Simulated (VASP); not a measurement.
# MgBi2Se4 (P1) in VASP: single point with PBEsol

Aim: the single point of MgBi2Se4 with PBEsol.

Program: VASP 6.6.1. These are calculated values, not measurements. Logs are shortened: lines on timing, memory, paths and dates and some standing lists are left out, and cuts for length are marked.

## (1) The cell of the first run

The typed cell holds 7 atoms: a = 7.330 Å, b = 5.635 Å, c = 5.943 Å, α = 99.06°, β = 102.58°, γ = 105.37°.

## (2) Single point, PBEsol

INCAR

```
SYSTEM = MgBi2Se4
PREC = Accurate ; ENCUT = 520
EDIFF = 1E-6 ; ISMEAR = -1
SIGMA = 0.05 ; LREAL = .FALSE.
LASPH = .TRUE. ; NELM = 60
ALGO = Normal ; ISIF = 2
LWAVE = .FALSE. ; LCHARG = .FALSE.
GGA = PS ; NBANDS = 37
```

KPOINTS

```
Automatic mesh
0
G
  4 4 4
  0 0 0
```

POSCAR

```
MgBi2Se4
1.0
   -3.2932246116      4.6532530653      4.6074384381
    3.6187089021     -2.9318935265      3.1716166998
    3.8696393335      3.5070843650     -2.8356434684
Mg Bi Se
1 2 4
Direct
   -0.2170605118     -0.2126213493     -0.0007829873
    0.0401855341      0.4245772252      0.4363092638
    0.5251819237      0.1494385068      0.5619900105
    0.0907586910      0.9532388500      0.3562450260
    0.6412651242      0.1735461830      0.1564031244
    0.9238276597      0.4007580395      0.8418452297
    0.4749586309      0.6210347555      0.6424333262
```

Potentials or basis: VASP PAW PBE potentials, release 64 (Mg, Bi_d, Se).

Started as:

```sh
cat potpaw_PBE.64/Mg/POTCAR potpaw_PBE.64/Bi_d/POTCAR potpaw_PBE.64/Se/POTCAR > POTCAR
mpirun -np 1 vasp_std > vasp.out
```

OUTCAR:

```text
SYSTEM = MgBi2Se4
   PREC = Accurate
   ENCUT = 520
   EDIFF = 1E-6
   ISMEAR = -1
   LREAL = .FALSE.
   LASPH = .TRUE.
   NELM = 60
   ISIF = 2
   GGA = PS

 ion  position               nearest neighbor table
   1  0.783  0.787  0.999-   7 2.58   4 2.58   6 2.77   5 2.77
   2  0.040  0.425  0.436-   6 2.74   4 2.76   5 2.87   7 2.98   4 3.03
   3  0.525  0.149  0.562-   5 2.74   7 2.76   6 2.87   4 2.98   7 3.03
   4  0.091  0.953  0.356-   1 2.58   2 2.76   3 2.98   2 3.03
   5  0.641  0.174  0.156-   3 2.74   1 2.77   2 2.87
   6  0.924  0.401  0.842-   2 2.74   1 2.77   3 2.87
   7  0.475  0.621  0.642-   1 2.58   3 2.76   2 2.98   3 3.03

  LATTYP: Found a triclinic cell.
 ALAT       =     8.3703415894
 B/A-ratio  =     1.6453856187
 C/A-ratio  =     1.6179485421
 COS(alpha) =     0.0101687084
 COS(beta)  =     0.5139936863
 COS(gamma) =     0.8507978554

  Lattice vectors:

 A1 = (  -0.5764147219,  -8.1603374303,  -1.7717949697)
 A2 = (  -0.9018990124,  -9.8816969691,  -9.5508501076)
 A3 = (   3.3677784707,  -9.3708714180,   9.1788768680)

Analysis of symmetry for initial positions (statically):
=====================================================================
 Subroutine PRICEL returns:
 Original cell was already a primitive cell.

 Routine SETGRP: Setting up the symmetry group for a
 triclinic supercell.

 Subroutine GETGRP returns: Found  1 space group operations
 (whereof  1 operations were pure point group operations)
 out of a pool of  2 trial point group operations.

The static configuration has the point symmetry C_1 .

Analysis of symmetry for dynamics (positions and initial velocities):
=====================================================================
 Subroutine PRICEL returns:
 Original cell was already a primitive cell.

 Routine SETGRP: Setting up the symmetry group for a
 triclinic supercell.

 Subroutine GETGRP returns: Found  1 space group operations
 (whereof  1 operations were pure point group operations)
 out of a pool of  2 trial point group operations.

The dynamic configuration has the point symmetry C_1 .

 Subroutine INISYM returns: Found  1 space group operations
 (whereof  1 operations are pure point group operations),
 and found     1 'primitive' translations

----------------------------------------------------------------------------------------

                                     Primitive cell

  volume of cell :     224.8565

  direct lattice vectors                    reciprocal lattice vectors
    -3.293224612  4.653253065  4.607438438    -0.012493844  0.100216700  0.106896990
     3.618708902 -2.931893527  3.171616700     0.130543862 -0.037760582  0.131443928
     3.869639333  3.507084365 -2.835643468     0.125710612  0.120600557 -0.031946521

  length of vectors
     7.329841840  5.634732137  5.942610806     0.147059340  0.189063660  0.177110792

  position of ions in fractional coordinates (direct lattice)
     0.782939488  0.787378651  0.999217013
     0.040185534  0.424577225  0.436309264
     0.525181924  0.149438507  0.561990010
     0.090758691  0.953238850  0.356245026
     0.641265124  0.173546183  0.156403124
     0.923827660  0.400758039  0.841845230
     0.474958631  0.621034755  0.642433326

  ion indices of the primitive-cell ions
   primitive index   ion index
                 1           1
                 2           2
                 3           3
                 4           4
                 5           5
                 6           6
                 7           7

----------------------------------------------------------------------------------------

 KPOINTS: Automatic mesh

Automatic generation of k-mesh.
 Grid dimensions read from file:
 generate k-points for:    4    4    4

 Generating k-lattice:

  Cartesian coordinates                     Fractional coordinates (reciprocal lattice)
    -0.003123461  0.025054175  0.026724247     0.250000000  0.000000000  0.000000000
     0.032635966 -0.009440146  0.032860982     0.000000000  0.250000000  0.000000000
     0.031427653  0.030150139 -0.007986630     0.000000000  0.000000000  0.250000000

  Length of vectors
     0.036764835  0.047265915  0.044277698

  Shift w.r.t. Gamma in fractional coordinates (k-lattice)
     0.000000000  0.000000000  0.000000000

 Subroutine IBZKPT returns following result:
 ===========================================

 Found     36 irreducible k-points:

 Following reciprocal coordinates:
            Coordinates               Weight
  0.000000  0.000000  0.000000      1.000000
  0.250000  0.000000 -0.000000      2.000000
  0.500000  0.000000 -0.000000      1.000000
 -0.000000  0.250000 -0.000000      2.000000
  0.250000  0.250000  0.000000      2.000000
  0.500000  0.250000 -0.000000      2.000000
[... 16 lines left out ...]
  0.000000 -0.250000  0.250000      2.000000
  0.250000 -0.250000  0.250000      2.000000
 [... further k-points ...]
   k-points           NKPTS =     36   k-points in BZ     NKDIM =     36   number of bands    NBANDS=     37
   number of dos      NEDOS =    301   number of ions     NIONS =      7
   total plane-waves  NPLWV = 112896
   dimension x,y,z NGX =    56 NGY =   42 NGZ =   48
   dimension x,y,z NGXF=   112 NGYF=   84 NGZF=   96
   ions per type =               1   2   4
   NGX,Y,Z   is equivalent  to a cutoff of  12.70, 12.39, 13.43 a.u.
   NGXF,Y,Z  is equivalent  to a cutoff of  25.40, 24.78, 26.86 a.u.
 SYSTEM =  MgBi2Se4
   PREC   = accura    normal or accurate (medium, high low for compatibility)
   ISTART =      0    job   : 0-new  1-cont  2-samecut
   ICHARG =      2    charge: 1-file 2-atom 10-const
   ISPIN  =      1    spin polarized calculation?
   LNONCOLLINEAR =      F non collinear calculations
   LSORBIT =      F    spin-orbit coupling
   LASPH  =      T    aspherical Exc in radial PAW
   ENCUT  =  520.0 eV  38.22 Ry    6.18 a.u.  13.63 10.48 11.05*2*pi/ulx,y,z
   NELM   =     60;   NELMIN=  2; NELMDL= -5     # of ELM steps
   EDIFF  = 0.1E-05   stopping-criterion for ELM
   LREAL  =      F    real-space projection
   EDIFFG = 0.1E-04   stopping-criterion for IOM
   NSW    =      0    number of steps for IOM
   IBRION =     -1    ionic relax: 0-MD 1-quasi-New 2-CG
   NFREE  =      0    steps in history (QN), initial steepest desc. (CG)
   ISIF   =      2    stress and relaxation
   ISYM   =      2    0-nonsym 1-usesym 2-fastsym
   POTIM  = 0.5000    time-step for ionic-motion
   TEBEG  =    0.0;   TEEND  =   0.0 temperature during run
   PSTRESS=    0.0 pullay stress
   NELECT =      56.0000    total number of electrons
   NUPDOWN=      -1.0000    fix difference up-down
   EMIN   =  10.00;   EMAX   =-10.00  energy-range for DOS
   EFERMI =   0.00;   METHOD = LEGACY
   ISMEAR =    -1;   SIGMA  =   0.05  broadening in eV -4-tet -1-fermi 0-gaus
   EFERMI_NEDOS =   21; number of points for ismear=-14 and -15
   IALGO  =     38    algorithm
   IMIX   =      4    mixing-type and parameters
     AMIX     =   0.40;   BMIX     =  1.00
     AMIX_MAG =   1.60;   BMIX_MAG =  1.00
  volume/ion in A,a.u.               =      32.12       216.77
  Fermi-wavevector in a.u.,A,eV,Ry     =   1.029996  1.946411 14.434317  1.060892
  Thomas-Fermi vector in A             =   2.164072
   LORBIT       =      0    0 simple, 1 ext, 2 COOP (PROOUT), +10 PAW based schemes
   GGA     = PS    functional components
   LHFCALC =     F    Hartree Fock is set to
   AEXX    =    0.0000 exact exchange contribution
   IVDW    =     0    specifies the selected vdW correction
   LEPSILON=     F    determine dielectric tensor
   LRPA    =     F    only Hartree local field effects (RPA)
 non-spin polarized calculation
  energy-cutoff  :      520.00
  volume of cell :      224.86
 maximum number of plane-waves:      6080
 NGX is ok and might be reduce to    56
   NGX = 27   NGY = 21   NGZ = 23

 number of electron      55.9999997 magnetization

 Free energy of the ion-electron system (eV)
  ---------------------------------------------------
  ext. energy  EPLUGINS =         0.00000000
  ---------------------------------------------------
  free energy    TOTEN  =       -28.86026007 eV

  energy without entropy =      -28.86025057  energy(sigma->0) =      -28.86025532

 E-fermi :   3.0647     XC(G=0):  -8.4425

 val. band max:        2.5699781088   @ k =   0.2500   0.5000   0.2500
 cond. band min:       3.5461032431   @ k =   0.2500   0.5000   0.5000
 fundamental gap:      0.9761251344
 Fermi energy:         3.0647238094

 k-point     1 :       0.0000    0.0000    0.0000
  band No.  band energies     occupation
      1     -20.2877      2.00000
      2     -20.2839      2.00000
      3     -20.2785      2.00000
      4     -20.2699      2.00000
      5     -20.2630      2.00000
      6     -20.2575      2.00000
[... 29 lines left out ...]
     36       7.3436      0.00000
     37       7.8452      0.00000

 k-point     2 :       0.2500    0.0000   -0.0000
  band No.  band energies     occupation
      1     -20.2909      2.00000
      2     -20.2851      2.00000
      3     -20.2772      2.00000
      4     -20.2669      2.00000
      5     -20.2638      2.00000
      6     -20.2597      2.00000
[... 29 lines left out ...]
     36       7.1294      0.00000
     37       8.0762      0.00000

 k-point     3 :       0.5000    0.0000   -0.0000
  band No.  band energies     occupation
      1     -20.2912      2.00000
      2     -20.2899      2.00000
      3     -20.2723      2.00000
      4     -20.2682      2.00000
      5     -20.2628      2.00000
      6     -20.2616      2.00000
[... 29 lines left out ...]
     36       6.9159      0.00000
     37       7.7392      0.00000
[... 761 lines left out ...]
 k-point    23 :       0.0000   -0.2500    0.2500
  band No.  band energies     occupation
      1     -20.2871      2.00000
      2     -20.2823      2.00000
      3     -20.2763      2.00000
      4     -20.2703      2.00000
      5     -20.2628      2.00000
      6     -20.2566      2.00000
[... 29 lines left out ...]
     36       7.2844      0.00000
     37       8.3104      0.00000

 k-point    24 :       0.2500   -0.2500    0.2500
  band No.  band energies     occupation
      1     -20.2892      2.00000
      2     -20.2822      2.00000
      3     -20.2767      2.00000
      4     -20.2675      2.00000
      5     -20.2632      2.00000
      6     -20.2589      2.00000
[... 29 lines left out ...]
     36       7.1092      0.00000
     37       8.2641      0.00000

 [... further k-points ...]

------------------------ aborting loop because EDIFF is reached ----------------------------------------

  FORCE on cell =-STRESS in cart. coord.  units (eV):
  Direction    XX          YY          ZZ          XY          YZ          ZX
  --------------------------------------------------------------------------------------
  -------------------------------------------------------------------------------------
  Total        0.0606873      0.0333764      0.0514412      0.0057742      0.0015394     -0.0337966
  in kB        0.4324168      0.2378178      0.3665358      0.0411433      0.0109686     -0.2408120
  external PRESSURE =       0.3455902 kB  Pullay stress =       0.0000000 kB

 VOLUME and BASIS-vectors are now :
 -----------------------------------------------------------------------------
  energy-cutoff  :      520.00
  volume of cell :      224.86
      direct lattice vectors                 reciprocal lattice vectors
    -3.293224612  4.653253065  4.607438438    -0.012493844  0.100216700  0.106896990
     3.618708902 -2.931893527  3.171616700     0.130543862 -0.037760582  0.131443928
     3.869639333  3.507084365 -2.835643468     0.125710612  0.120600557 -0.031946521

 POSITION                                       TOTAL-FORCE (eV/Angst)
 -----------------------------------------------------------------------------------
      4.13751      4.83904      3.27119         0.000968     -0.002121     -0.001723
      3.09244      0.47235      0.29453         0.003183     -0.007165      0.019770
      0.98593      3.97661      1.30010         0.001991      0.006352     -0.018807
      4.52914     -1.12309      2.43129        -0.011526     -0.004386     -0.012525
     -0.87859      3.02367      3.06151        -0.016888     -0.004647      0.006433
      1.66549      6.07625      3.14036         0.011994      0.015530      0.001395
      3.16918      2.64236      2.33631         0.010279     -0.003563      0.005456
 -----------------------------------------------------------------------------------
    total drift:                                0.000697     -0.000606      0.000224

  FREE ENERGIE OF THE ION-ELECTRON SYSTEM (eV)
  ---------------------------------------------------
  free  energy   TOTEN  =       -28.8602600698 eV

  energy  without entropy=      -28.8602505679  energy(sigma->0) =      -28.86025532
```

It took 16 min on 1 thread of Intel Xeon 8259CL, shared host; peak memory 0.5 GiB.

What came out:

```
Free energy            : -28.8603 eV
Pressure               : 0.0 GPa
Largest force          : 0.021 eV/Å
Band gap on the k mesh : 0.98 eV (least direct gap 1.14 eV)
```

Forces on the atoms (eV/Å):
```
Mg   0.001 -0.002 -0.002
Bi   0.003 -0.007  0.020
Bi   0.002  0.006 -0.019
Se  -0.012 -0.004 -0.013
Se  -0.017 -0.005  0.006
Se   0.012  0.016  0.001
Se   0.010 -0.004  0.005
```

Caveat: the PAW data sets were made with another functional, which shifts forces and pressure a little; spin-orbit coupling is left out, which moves the levels of the heavy elements. A k mesh can miss the band edges.
